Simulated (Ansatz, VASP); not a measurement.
**TiC: VASP beside Ansatz**

```xyz
2
Lattice="0.0000 2.1629 2.1629 2.1629 0.0000 2.1629 2.1629 2.1629 0.0000" Properties=species:S:1:pos:R:3 pbc="T T T"
Ti    4.1758    2.1935    2.1174
C     2.1864    2.0326    2.1082
```

Alike in both runs: task single point; functional PBE; k mesh 8 × 8 × 8; occupations gaussian, width 0.15 eV; no spin polarisation.

|  | VASP | Ansatz |
| --- | --- | --- |
| version | VASP 6.6.1 | Ansatz 0.2.0 |
| potentials or method | VASP PAW PBE potentials, release 64 (Ti_sv, C), cutoff 520 eV | plane waves, PAW |
| valence electrons in the cell | 16 | 16 |

Ansatz gave:

```
pressure (GPa)                                                : 7.9
traceless stress, the component that is largest in VASP (GPa) : -6.30
rms of the force components (eV/Å)                            : 1.175
```

Task: Estimate VASP's values.

Result: Pressure (GPa): 8.1; traceless stress, the component that is largest in VASP (GPa): -6.35; rms of the force components (eV/Å): 1.182.

Atom by atom the forces differ by 0.006 eV/Å (rms over components). The functional is the same, so the differences come from potentials, cutoffs and numerics. Ansatz's warnings: stress scf threshold loose.
